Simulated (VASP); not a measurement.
# PbS (P-6m2) in VASP: notebook

Aim: see how the results for PbS move with the level of theory and the settings. Levels: BLYP, r2SCAN, revPBE. Tasks: single point, relaxation of cell and atoms.

Everything below comes from runs of VASP 6.6.1. Logs are shortened: lines on timing, memory, paths and dates and some standing lists are left out, and cuts for length are marked.

### 1 The cell of the first run

It takes space group P-6m2 (No. 187, hexagonal). Conventional cell: a = 4.194 Å, b = 4.194 Å, c = 3.853 Å, α = 90.00°, β = 90.00°, γ = 120.00°. Pb (site symmetry -6m2) has 6 S at 3.09 Å and 2 Pb at 3.85 Å within 4.1 Å. Within 4.1 Å of S (site symmetry -6m2) lie 6 Pb at 3.09 Å and 2 S at 3.85 Å.

### 2 Single point, BLYP

Input file INCAR:

```
SYSTEM = PbS
  PREC = Accurate
  ENCUT = 520
  EDIFF = 1E-6
  ISMEAR = -1
  SIGMA = 0.05
  LREAL = .FALSE.
  LASPH = .TRUE.
  NELM = 60
  ALGO = Normal
  ISIF = 2
  LWAVE = .FALSE.
  LCHARG = .TRUE.
  GGA = B5
  ALDAX = 1.0
  AGGAX = 1.0
  AGGAC = 1.0
  ALDAC = 0.0
  LELF = .TRUE.
  LVHAR = .TRUE.
  NBANDS = 17
```

Input file KPOINTS:

```
Automatic mesh
0
G
  8 8 7
  0 0 0
```

Input file POSCAR:

```
PbS
1.0
    4.1937466365      0.0000000000      0.0000000000
   -2.0968733182      3.6318911243      0.0000000000
    0.0000000000      0.0000000000      3.8528983203
Pb S
1 1
Direct
    0.0000000000      0.0000000000      0.0000000000
    0.6666666667      0.3333333333      0.5000000000
```

Potentials or basis: VASP PAW PBE potentials, release 64 (Pb_d, S).

The run is started by

```console
$ cat potpaw_PBE.64/Pb_d/POTCAR potpaw_PBE.64/S/POTCAR > POTCAR
$ mpirun -np 1 vasp_std > vasp.out
```

OUTCAR:

```text
SYSTEM = PbS
   PREC = Accurate
   ENCUT = 520
   EDIFF = 1E-6
   ISMEAR = -1
   LREAL = .FALSE.
   LASPH = .TRUE.
   NELM = 60
   ISIF = 2
   GGA = B5

 ion  position               nearest neighbor table
   1  0.000  0.000  0.000-   2 3.09   2 3.09   2 3.09   2 3.09   2 3.09   2 3.09
   2  0.667  0.333  0.500-   1 3.09   1 3.09   1 3.09   1 3.09   1 3.09   1 3.09

  LATTYP: Found a hexagonal cell.
 ALAT       =     4.1937466365
 C/A-ratio  =     0.9187246284

  Lattice vectors:

 A1 = (   4.1937466365,   0.0000000000,   0.0000000000)
 A2 = (  -2.0968733182,   3.6318911243,   0.0000000000)
 A3 = (   0.0000000000,   0.0000000000,   3.8528983203)

Analysis of symmetry for initial positions (statically):
=====================================================================
 Subroutine PRICEL returns:
 Original cell was already a primitive cell.

 Routine SETGRP: Setting up the symmetry group for a
 hexagonal supercell.

 Subroutine GETGRP returns: Found 12 space group operations
 (whereof 12 operations were pure point group operations)
 out of a pool of 24 trial point group operations.

The static configuration has the point symmetry D_3h.

Analysis of symmetry for dynamics (positions and initial velocities):
=====================================================================
 Subroutine PRICEL returns:
 Original cell was already a primitive cell.

 Routine SETGRP: Setting up the symmetry group for a
 hexagonal supercell.

 Subroutine GETGRP returns: Found 12 space group operations
 (whereof 12 operations were pure point group operations)
 out of a pool of 24 trial point group operations.

The dynamic configuration has the point symmetry D_3h.

 Subroutine INISYM returns: Found 12 space group operations
 (whereof 12 operations are pure point group operations),
 and found     1 'primitive' translations

----------------------------------------------------------------------------------------

                                     Primitive cell

  volume of cell :      58.6844

  direct lattice vectors                    reciprocal lattice vectors
     4.193746637  0.000000000  0.000000000     0.238450266  0.137669325  0.000000000
    -2.096873318  3.631891124  0.000000000     0.000000000  0.275338650  0.000000000
     0.000000000  0.000000000  3.852898320     0.000000000  0.000000000  0.259544872

  length of vectors
     4.193746637  4.193746637  3.852898320     0.275338650  0.275338650  0.259544872

  position of ions in fractional coordinates (direct lattice)
     0.000000000  0.000000000  0.000000000
     0.666666667  0.333333333  0.500000000

  ion indices of the primitive-cell ions
   primitive index   ion index
                 1           1
                 2           2

----------------------------------------------------------------------------------------

 KPOINTS: Automatic mesh

Automatic generation of k-mesh.
 Grid dimensions read from file:
 generate k-points for:    8    8    7

 Generating k-lattice:

  Cartesian coordinates                     Fractional coordinates (reciprocal lattice)
     0.029806283  0.017208666  0.000000000     0.125000000 -0.000000000  0.000000000
     0.000000000  0.034417331  0.000000000     0.000000000  0.125000000  0.000000000
     0.000000000  0.000000000  0.037077839     0.000000000  0.000000000  0.142857143

  Length of vectors
     0.034417331  0.034417331  0.037077839

  Shift w.r.t. Gamma in fractional coordinates (k-lattice)
     0.000000000  0.000000000  0.000000000

 Subroutine IBZKPT returns following result:
 ===========================================

 Found     40 irreducible k-points:

 Following reciprocal coordinates:
            Coordinates               Weight
  0.000000  0.000000  0.000000      1.000000
  0.125000  0.000000  0.000000      6.000000
  0.250000  0.000000  0.000000      6.000000
  0.375000  0.000000  0.000000      6.000000
  0.500000  0.000000  0.000000      3.000000
  0.125000  0.125000  0.000000      6.000000
[... 16 lines left out ...]
  0.250000  0.000000  0.285714     12.000000
  0.375000  0.000000  0.285714     12.000000
 [... further k-points ...]
   k-points           NKPTS =     40   k-points in BZ     NKDIM =     40   number of bands    NBANDS=     17
   number of dos      NEDOS =    301   number of ions     NIONS =      2
   total plane-waves  NPLWV =  30720
   dimension x,y,z NGX =    32 NGY =   32 NGZ =   30
   dimension x,y,z NGXF=    64 NGYF=   64 NGZF=   60
   ions per type =               1   1
   NGX,Y,Z   is equivalent  to a cutoff of  12.69, 12.69, 12.94 a.u.
   NGXF,Y,Z  is equivalent  to a cutoff of  25.37, 25.37, 25.89 a.u.
 SYSTEM =  PbS
   PREC   = accura    normal or accurate (medium, high low for compatibility)
   ISTART =      0    job   : 0-new  1-cont  2-samecut
   ICHARG =      2    charge: 1-file 2-atom 10-const
   ISPIN  =      1    spin polarized calculation?
   LNONCOLLINEAR =      F non collinear calculations
   LSORBIT =      F    spin-orbit coupling
   LASPH  =      T    aspherical Exc in radial PAW
   ENCUT  =  520.0 eV  38.22 Ry    6.18 a.u.   7.80  7.80  7.16*2*pi/ulx,y,z
   NELM   =     60;   NELMIN=  2; NELMDL= -5     # of ELM steps
   EDIFF  = 0.1E-05   stopping-criterion for ELM
   LREAL  =      F    real-space projection
   EDIFFG = 0.1E-04   stopping-criterion for IOM
   NSW    =      0    number of steps for IOM
   IBRION =     -1    ionic relax: 0-MD 1-quasi-New 2-CG
   NFREE  =      0    steps in history (QN), initial steepest desc. (CG)
   ISIF   =      2    stress and relaxation
   ISYM   =      2    0-nonsym 1-usesym 2-fastsym
   POTIM  = 0.5000    time-step for ionic-motion
   TEBEG  =    0.0;   TEEND  =   0.0 temperature during run
   PSTRESS=    0.0 pullay stress
   NELECT =      20.0000    total number of electrons
   NUPDOWN=      -1.0000    fix difference up-down
   EMIN   =  10.00;   EMAX   =-10.00  energy-range for DOS
   EFERMI =   0.00;   METHOD = LEGACY
   ISMEAR =    -1;   SIGMA  =   0.05  broadening in eV -4-tet -1-fermi 0-gaus
   EFERMI_NEDOS =   21; number of points for ismear=-14 and -15
   IALGO  =     38    algorithm
   IMIX   =      4    mixing-type and parameters
     AMIX     =   0.40;   BMIX     =  1.00
     AMIX_MAG =   1.60;   BMIX_MAG =  1.00
  volume/ion in A,a.u.               =      29.34       198.01
  Fermi-wavevector in a.u.,A,eV,Ry     =   1.143521  2.160941 17.791512  1.307639
  Thomas-Fermi vector in A             =   2.280215
   LORBIT       =      0    0 simple, 1 ext, 2 COOP (PROOUT), +10 PAW based schemes
   GGA     = B5    functional components
   LHFCALC =     F    Hartree Fock is set to
   AEXX    =    0.0000 exact exchange contribution
   IVDW    =     0    specifies the selected vdW correction
   LEPSILON=     F    determine dielectric tensor
   LRPA    =     F    only Hartree local field effects (RPA)
 non-spin polarized calculation
  energy-cutoff  :      520.00
  volume of cell :       58.68
 maximum number of plane-waves:      1605
 NGX is ok and might be reduce to    32
   NGX = 15   NGY = 15   NGZ = 15

 number of electron      20.0000004 magnetization

 Free energy of the ion-electron system (eV)
  ---------------------------------------------------
  ext. energy  EPLUGINS =         0.00000000
  ---------------------------------------------------
  free energy    TOTEN  =        -7.50192963 eV

  energy without entropy =       -7.50179639  energy(sigma->0) =       -7.50186301

 E-fermi :   4.9347     XC(G=0):  -8.5965

 val. band max:        4.6930415769   @ k =   0.3750   0.2500   0.0000
 cond. band min:       5.2106990342   @ k =   0.3750   0.2500   0.4286
 fundamental gap:      0.5176574573
 Fermi energy:         4.9347242096

 k-point     1 :       0.0000    0.0000    0.0000
  band No.  band energies     occupation
      1     -12.0135      2.00000
      2     -12.0022      2.00000
      3     -12.0022      2.00000
      4     -11.9163      2.00000
      5     -11.9163      2.00000
      6      -7.8114      2.00000
[... 9 lines left out ...]
     16      15.7369      0.00000
     17      15.7370      0.00000

 k-point     2 :       0.1250    0.0000    0.0000
  band No.  band energies     occupation
      1     -12.0111      2.00000
      2     -12.0038      2.00000
      3     -11.9953      2.00000
      4     -11.9197      2.00000
      5     -11.9170      2.00000
      6      -7.7055      2.00000
[... 9 lines left out ...]
     16      14.9713      0.00000
     17      15.5413      0.00000

 k-point     3 :       0.2500    0.0000    0.0000
  band No.  band energies     occupation
      1     -12.0156      2.00000
      2     -11.9972      2.00000
      3     -11.9785      2.00000
      4     -11.9280      2.00000
      5     -11.9188      2.00000
      6      -7.4175      2.00000
[... 9 lines left out ...]
     16      15.4213      0.00000
     17      15.7142      0.00000

 k-point     4 :       0.3750    0.0000    0.0000
  band No.  band energies     occupation
      1     -12.0233      2.00000
      2     -11.9877      2.00000
      3     -11.9615      2.00000
      4     -11.9362      2.00000
      5     -11.9206      2.00000
      6      -7.0612      2.00000
[... 9 lines left out ...]
     16      15.8267      0.00000
     17      15.9300      0.00000

 k-point     5 :       0.5000    0.0000    0.0000
  band No.  band energies     occupation
      1     -12.0266      2.00000
      2     -11.9836      2.00000
      3     -11.9545      2.00000
      4     -11.9396      2.00000
      5     -11.9214      2.00000
      6      -6.8809      2.00000
[... 9 lines left out ...]
     16      15.9072      0.00000
     17      16.0414      0.00000

 k-point     6 :       0.1250    0.1250    0.0000
  band No.  band energies     occupation
      1     -12.0076      2.00000
      2     -12.0060      2.00000
      3     -11.9832      2.00000
      4     -11.9252      2.00000
      5     -11.9186      2.00000
      6      -7.5077      2.00000
[... 9 lines left out ...]
     16      15.0684      0.00000
     17      15.3678      0.00000

 k-point     7 :       0.2500    0.1250    0.0000
  band No.  band energies     occupation
      1     -12.0139      2.00000
      2     -11.9953      2.00000
      3     -11.9688      2.00000
      4     -11.9326      2.00000
      5     -11.9213      2.00000
      6      -7.1776      2.00000
[... 9 lines left out ...]
     16      15.2083      0.00000
     17      15.7050      0.00000

 k-point     8 :       0.3750    0.1250    0.0000
  band No.  band energies     occupation
      1     -12.0187      2.00000
      2     -11.9858      2.00000
      3     -11.9603      2.00000
      4     -11.9378      2.00000
      5     -11.9231      2.00000
      6      -6.8879      2.00000
[... 9 lines left out ...]
     16      14.8215      0.00000
     17      16.1044      0.00000
[... 203 lines left out ...]
      1     -12.0036      2.00000
      2     -11.9781      2.00000
      3     -11.9618      2.00000
      4     -11.9472      2.00000
      5     -11.9335      2.00000
      6      -6.8034      2.00000
[... 9 lines left out ...]
     16      15.6645      0.00000
     17      16.3252      0.00000

 k-point    20 :       0.3750    0.2500    0.1429
  band No.  band energies     occupation
      1     -12.0004      2.00000
      2     -11.9714      2.00000
      3     -11.9665      2.00000
      4     -11.9479      2.00000
      5     -11.9361      2.00000
      6      -6.6794      2.00000
[... 9 lines left out ...]
     16      15.1051      0.00000
     17      15.6189      0.00000

 k-point    21 :       0.0000    0.0000    0.2857
  band No.  band energies     occupation
      1     -11.9983      2.00000
      2     -11.9983      2.00000
      3     -11.9532      2.00000
      4     -11.9385      2.00000
      5     -11.9385      2.00000
      6      -7.3067      2.00000
[... 9 lines left out ...]
     16      13.3041      0.00000
     17      13.8662      0.00000

 k-point    22 :       0.1250    0.0000    0.2857
  band No.  band energies     occupation
      1     -12.0001      2.00000
      2     -11.9917      2.00000
      3     -11.9496      2.00000
      4     -11.9451      2.00000
      5     -11.9396      2.00000
      6      -7.2157      2.00000
[... 9 lines left out ...]
     16      13.8296      0.00000
     17      14.6013      0.00000

 k-point    23 :       0.2500    0.0000    0.2857
  band No.  band energies     occupation
      1     -12.0058      2.00000
      2     -11.9755      2.00000
      3     -11.9616      2.00000
      4     -11.9421      2.00000
      5     -11.9387      2.00000
      6      -6.9768      2.00000
[... 9 lines left out ...]
     16      14.0780      0.00000
     17      15.5863      0.00000

 k-point    24 :       0.3750    0.0000    0.2857
  band No.  band energies     occupation
      1     -12.0129      2.00000
      2     -11.9763      2.00000
      3     -11.9593      2.00000
      4     -11.9446      2.00000
      5     -11.9279      2.00000
      6      -6.7021      2.00000
[... 9 lines left out ...]
     16      15.2449      0.00000
     17      16.7188      0.00000

 [... further k-points ...]
[... 5 lines left out ...]
  --------------------------------------------------------------------------------------
  -------------------------------------------------------------------------------------
  Total        0.0097324      0.0097324      0.0182566      0.0000000      0.0000000      0.0000000
  in kB        0.2657093      0.2657093      0.4984343      0.0000000      0.0000000      0.0000000
  external PRESSURE =       0.3432843 kB  Pullay stress =       0.0000000 kB

 VOLUME and BASIS-vectors are now :
 -----------------------------------------------------------------------------
  energy-cutoff  :      520.00
  volume of cell :       58.68
      direct lattice vectors                 reciprocal lattice vectors
     4.193746637  0.000000000  0.000000000     0.238450266  0.137669325  0.000000000
    -2.096873318  3.631891124  0.000000000     0.000000000  0.275338650  0.000000000
     0.000000000  0.000000000  3.852898320     0.000000000  0.000000000  0.259544872

 POSITION                                       TOTAL-FORCE (eV/Angst)
 -----------------------------------------------------------------------------------
      0.00000      0.00000      0.00000         0.000000      0.000000      0.000000
      2.09687      1.21063      1.92645         0.000000     -0.000000      0.000000
 -----------------------------------------------------------------------------------
    total drift:                               -0.000000      0.000000      0.000000

  FREE ENERGIE OF THE ION-ELECTRON SYSTEM (eV)
  ---------------------------------------------------
  free  energy   TOTEN  =        -7.5019296266 eV

  energy  without entropy=       -7.5017963929  energy(sigma->0) =       -7.50186301
```

It took 31 s on 1 thread of Intel Xeon Platinum 8488C (Sapphire Rapids), shared host; peak memory 0.19 GiB.

What came out:

- Free energy: -7.5019 eV
- Pressure: 0.0 GPa
- Band gap on the k mesh: 0.52 eV, indirect (least direct gap 1.64 eV)

Levels at points of the mesh, in eV from the valence-band top:
```
           k point  band 8  band 9  band 10  band 11  band 12  band 13
(0.00, 0.00, 0.00)   -1.68   -1.32    -1.32     3.48     3.48     5.90
(0.50, 0.00, 0.00)   -2.23   -1.50    -0.80     2.04     3.98     5.02
```

Caveat: the PAW data sets were made with another functional, which shifts forces and pressure a little; spin-orbit coupling is left out, which moves the levels of the heavy elements. A k mesh can miss the band edges.

(Part 1 of 3 ends here.)
